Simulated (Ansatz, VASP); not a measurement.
**CdSe3S: VASP beside Ansatz**

File INCAR:

```
SYSTEM = CdSe3S
PREC = Accurate ; ENCUT = 600
EDIFF = 1E-6 ; ISMEAR = 0
SIGMA = 0.1 ; LREAL = .False.
LASPH = .True. ; NELM = 60
ALGO = Normal ; ISIF = 3
LWAVE = .False. ; LCHARG = .False.
GGA = PE ; IBRION = 2
NSW = 90 ; EDIFFG = -0.04
```

KPOINTS

```
regular mesh
0
Gamma
  4 4 4
  0 0 0
```

File POSCAR:

```
CdSe3S
1.0
    4.6335792600      0.0000000000      0.0000000000
    0.0000000000      4.6335792600      0.0000000000
    0.0000000000      0.0000000000      5.8631214500
Cd Se S
1 3 1
Direct
    0.0000000000      0.0000000000      0.0000000000
    0.5000000000      0.5000000000      0.1059000000
    0.0000000000      0.5000000000      0.5000000000
    0.5000000000      0.0000000000      0.5000000000
    0.5000000000      0.5000000000      0.6620000000
```

Input for Ansatz:

```yaml
crystal:
  lattice:
    - [4.63357926, 0.0, 0.0]
    - [0.0, 4.63357926, 0.0]
    - [0.0, 0.0, 5.86312145]
  atoms:
    - { symbol: Cd, position: [0.0, 0.0, 0.0] }
    - { symbol: Se, position: [0.5, 0.5, 0.1059] }
    - { symbol: Se, position: [0.0, 0.5, 0.5] }
    - { symbol: Se, position: [0.5, 0.0, 0.5] }
    - { symbol: S, position: [0.5, 0.5, 0.662] }
basis:
  ecutwfc: 420
kpoints:
  mp_grid: { grid: [4, 4, 4] }
hamiltonian:
  xc: pbe
scf:
  occupations: { method: gaussian, width: 0.1 }
  lower_state_search: "off"
output:
  forces: true
  stress: true
  eigenvalues: true
relax:
  adjacent_minimum: "off"
  f_tol: 0.04
  max_steps: 70
  cell: { stress_tol: 0.4 }
```

Change from the starting cell: species swapped into the NdBPt3 type (P4mm, No. 99).

Alike in both runs: task relaxation of cell and atoms; functional PBE; k mesh 4 × 4 × 4; occupations gaussian, width 0.1 eV; no spin polarisation.

|  | VASP | Ansatz |
| --- | --- | --- |
| version | VASP 6.6.1 | Ansatz 0.2.0 |
| potentials or method | VASP PAW PBE potentials, release 64 (Cd, Se, S), cutoff 600 eV | scalar-relativistic, plane waves, PAW |
| valence electrons in the cell | 36 | 74 |

Ansatz gave:

- gap on the k mesh at the Fermi level, each at its own relaxed structure (eV): none
- relaxed volume (Å³/atom): 30.20
- relaxed cell length with the largest relative difference (Å): 8.526

Q: Which values does VASP return?

A: gap on the k mesh at the Fermi level, each at its own relaxed structure (eV): none; relaxed volume (Å³/atom): 30.60; relaxed cell length with the largest relative difference (Å): 8.631.

A gap of «none» marks a metal or a gap that the smearing closes. VASP's potentials hold 36 valence electrons a cell and Ansatz's 74, so a difference there can come from the potentials and not from the codes.

Noted on VASP's run: the volume moved by over 15 % at a fixed basis, so the end points are rough.
